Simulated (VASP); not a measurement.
Input of a VASP 6.6.1 run:

Contents of INCAR:

```
SYSTEM = Zr
AGGAC = 1.0 ; AGGAX = 1.0
ALDAC = 0.0 ; ALDAX = 1.0
ALGO = Normal ; EDIFF = 1E-6
ENCUT = 520 ; GGA = B5
ISIF = 2 ; ISMEAR = -1
LASPH = .True. ; LCHARG = .False.
LREAL = .False. ; LWAVE = .False.
NBANDS = 12 ; NELM = 80
PREC = Accurate ; SIGMA = 0.1
```

KPOINTS

```
k-points
0
Gamma
  12 12 12
  0 0 0
```

File POSCAR:

```
Zr
1.0
    0.0000000000      2.2900450475      2.2900450475
    2.2900450475      0.0000000000      2.2900450475
    2.2900450475      2.2900450475      0.0000000000
Zr
1
Direct
    0.0000000000      0.0000000000      0.0000000000
```

Potentials or basis: VASP PAW PBE potentials, release 64 (Zr_sv).

Launch:

```console
$ cat potpaw_PBE.64/Zr_sv/POTCAR > POTCAR
$ mpirun -np 1 vasp_std > vasp.out
```

Estimate the pressure.

0.1 GPa.

Predict the band gap on the k mesh.

zero (band 6 reaches 9.94 eV, above the bottom of band 7 at 8.67 eV).

Caveat: the PAW data sets were made with another functional, which shifts forces and pressure a little.
